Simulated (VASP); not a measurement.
A run of VASP 6.6.1:

File POSCAR:

```
Fe
1.0
   -1.4345540696      1.4345540696      1.4345540696
    1.4345540696     -1.4345540696      1.4345540696
    1.4345540696      1.4345540696     -1.4345540696
Fe
1
Direct
    0.0000000000      0.0000000000      0.0000000000
```

Contents of INCAR.step1:

```
  PREC = Accurate
  ENCUT = 520
  ISMEAR = -1
  SIGMA = 0.05
  LREAL = False
  LASPH = True
  NELM = 150
  ISPIN = 2
  MAGMOM = 2.804
  LMAXMIX = 4
  NBANDS = 14
  GGA = PE
  ALGO = Normal
  EDIFF = 1E-4
  LWAVE = True
  LCHARG = False
```

The input INCAR.step2:

```
  PREC = Accurate
  ENCUT = 520
  EDIFF = 1E-6
  ISMEAR = -1
  SIGMA = 0.05
  LREAL = False
  LASPH = True
  NELM = 150
  ALGO = Normal
  ISIF = 2
  LWAVE = False
  LCHARG = False
  ISPIN = 2
  MAGMOM = 2.804
  LORBIT = 11
  LMAXMIX = 4
  METAGGA = R2SCAN
  LMIXTAU = True
  NBANDS = 14
  ISTART = 1
```

File KPOINTS:

```
Automatic mesh
0
Gamma
  16 16 16
```

Potentials or basis: VASP PAW PBE potentials, release 64 (Fe).

Run with:

```bash
$ cat potpaw_PBE.64/Fe/POTCAR > POTCAR
$ cp INCAR.step1 INCAR
$ mpirun -np 1 vasp_std > vasp.out
$ cp INCAR.step2 INCAR
$ mpirun -np 1 vasp_std > vasp.out
```

Hardware: 1 thread of Intel(R) Xeon(R) 6975P-C (Granite Rapids), on a shared host.

**Question.** Estimate the wall time of this run.

**Answer.** Run time: 64 s on 1 thread of Intel(R) Xeon(R) 6975P-C (Granite Rapids) (shared host), peak memory 0.15 GiB. Counts: k points 145.
